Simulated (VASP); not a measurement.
# GaN (P6_3mc) in VASP: further runs, part 2 of 2

VASP 6.6.1. Earlier steps stand in the parts before.

**3. Relaxation of shape and atoms at fixed volume, r2SCAN (11.83 Å³/atom)**

This run uses another cell than the first one, of 11.83 Å³/atom.

File POSCAR:

```
GaN
1.0
    3.2247144636      0.0000000001      0.0000000000
   -1.6123572319      2.7926846454      0.0000000000
    0.0000000000      0.0000000000      5.2526707838
Ga N
2 2
Direct
    0.3333333333      0.6666666667     -0.0008277438
    0.6666666667      0.3333333333      0.4991722562
    0.3333333333      0.6666666667      0.3758277438
    0.6666666667      0.3333333333      0.8758277438
```

File INCAR.step1:

```
SYSTEM = GaN
PREC     = Accurate       ! precision mode
ENCUT    = 600            ! plane-wave cutoff, eV
ISMEAR   = 0              ! smearing method
SIGMA    = 0.05           ! smearing width, eV
LREAL    = .False.        ! projectors in reciprocal space
LASPH    = .True.         ! aspherical terms in the spheres
NELM     = 60             ! most SCF steps
GGA      = PE             ! functional
ALGO     = Normal         ! electronic algorithm
EDIFF    = 1E-4           ! SCF threshold, eV
LWAVE    = .True.         ! write WAVECAR
LCHARG   = .False.        ! write CHGCAR
```

File INCAR.step2:

```
SYSTEM = GaN
PREC     = Accurate       ! precision mode
ENCUT    = 600            ! plane-wave cutoff, eV
EDIFF    = 1E-6           ! SCF threshold, eV
ISMEAR   = 0              ! smearing method
SIGMA    = 0.05           ! smearing width, eV
LREAL    = .False.        ! projectors in reciprocal space
LASPH    = .True.         ! aspherical terms in the spheres
NELM     = 60             ! most SCF steps
ALGO     = Normal         ! electronic algorithm
ISIF     = 4              ! what is computed and relaxed
LWAVE    = .False.        ! write WAVECAR
LCHARG   = .False.        ! write CHGCAR
METAGGA  = R2SCAN         ! meta-GGA
LMIXTAU  = .True.       
IBRION   = 2              ! ionic algorithm
NSW      = 60             ! ionic steps
EDIFFG   = -0.01          ! ionic threshold
ISTART   = 1
```

File KPOINTS:

```
Automatic mesh
0
Gamma
  8 8 6
  0 0 0
```

Potentials or basis: VASP PAW PBE potentials, release 64 (Ga_d, N).

Started as:

```sh
$ cat potpaw_PBE.64/Ga_d/POTCAR potpaw_PBE.64/N/POTCAR > POTCAR
$ cp INCAR.step1 INCAR
$ mpirun -np 1 vasp_std > vasp.out
$ cp INCAR.step2 INCAR
$ mpirun -np 1 vasp_std > vasp.out
```

OUTCAR:

```text
SYSTEM = GaN
   PREC = Accurate
   ENCUT = 600
   EDIFF = 1E-6
   ISMEAR = 0
   LREAL = .False.
   LASPH = .True.
   NELM = 60
   ISIF = 4
   METAGGA = R2SCAN
   IBRION = 2
   NSW = 60
   EDIFFG = -0.01
   ISTART = 1

 ion  position               nearest neighbor table
   1  0.333  0.667  0.999-   4 1.97   4 1.97   4 1.97   3 1.98
   2  0.667  0.333  0.499-   3 1.97   3 1.97   3 1.97   4 1.98
   3  0.333  0.667  0.376-   2 1.97   2 1.97   2 1.97   1 1.98
   4  0.667  0.333  0.876-   1 1.97   1 1.97   1 1.97   2 1.98

[... 853 lines left out ...]
  --------------------------------------------------------------------------------------
  -------------------------------------------------------------------------------------
  Total       -1.7926522     -1.7926522     -1.8292335      0.0000000      0.0000000      0.0000000
  in kB      -60.7174145    -60.7174145    -61.9564293      0.0000000      0.0000000      0.0000000
  external PRESSURE =     -61.1304195 kB  Pullay stress =       0.0000000 kB

 VOLUME and BASIS-vectors are now :
 -----------------------------------------------------------------------------
  energy-cutoff  :      600.00
  volume of cell :       47.30
      direct lattice vectors                 reciprocal lattice vectors
     3.224606455  0.000000000 -0.000000000     0.310115363  0.179045188  0.000000000
    -1.612303227  2.792591107  0.000000000    -0.000000000  0.358090376  0.000000000
     0.000000000  0.000000000  5.253022669     0.000000000 -0.000000000  0.190366588

 POSITION                                       TOTAL-FORCE (eV/Angst)
 -----------------------------------------------------------------------------------
     -0.00000      1.86173      5.24796        -0.000000     -0.000000      0.001946
      1.61230      0.93086      2.62145         0.000000      0.000000      0.001946
     -0.00000      1.86173      1.97495        -0.000000      0.000000     -0.001946
      1.61230      0.93086      4.60146        -0.000000      0.000000     -0.001946
 -----------------------------------------------------------------------------------
    total drift:                                0.000001      0.000002     -0.035262

  FREE ENERGIE OF THE ION-ELECTRON SYSTEM (eV)
  ---------------------------------------------------
  free  energy   TOTEN  =       -43.7936050570 eV

  energy  without entropy=      -43.7936050570  energy(sigma->0) =      -43.79360506

 reached required accuracy - stopping structural energy minimisation
```

It took 10 min on 1 thread of Intel Xeon 8259CL, shared host; peak memory 0.22 GiB.

What came out:

| Item | Value |
| --- | --- |
| Free energy | -43.7936 eV |
| Energy gained by relaxing | 0.0 meV/atom |
| Ionic steps | 2 |
| Pressure after relaxing | -6.1 GPa |
| Band gap on the k mesh | 2.07 eV |

Final structure:
```yaml
crystal:
  lattice:
    - [3.22461, 0.00000, 0.00000]
    - [-1.61230, 2.79259, 0.00000]
    - [0.00000, 0.00000, 5.25302]
  atoms:
    - { symbol: Ga, position: [0.33333, 0.66667, 0.99904] }
    - { symbol: Ga, position: [0.66667, 0.33333, 0.49904] }
    - { symbol: N, position: [0.33333, 0.66667, 0.37596] }
    - { symbol: N, position: [0.66667, 0.33333, 0.87596] }
```

Levels at points of the mesh, in eV from the valence-band top:
```tsv
k point	band 16	band 17	band 18	band 19	band 20	band 21
(0.00, 0.00, 0.00)	-0.03	0.00	0.00	2.07	4.55	9.72
(0.50, 0.00, 0.00)	-2.70	-2.12	-0.99	5.46	5.87	6.44
(0.00, 0.00, 0.50)	-0.52	-0.52	-0.52	4.50	4.50	8.95
(0.50, 0.00, 0.50)	-1.91	-1.87	-1.87	4.76	4.76	8.16
```

Caveat: the PAW data sets were made with another functional, which shifts forces and pressure a little.
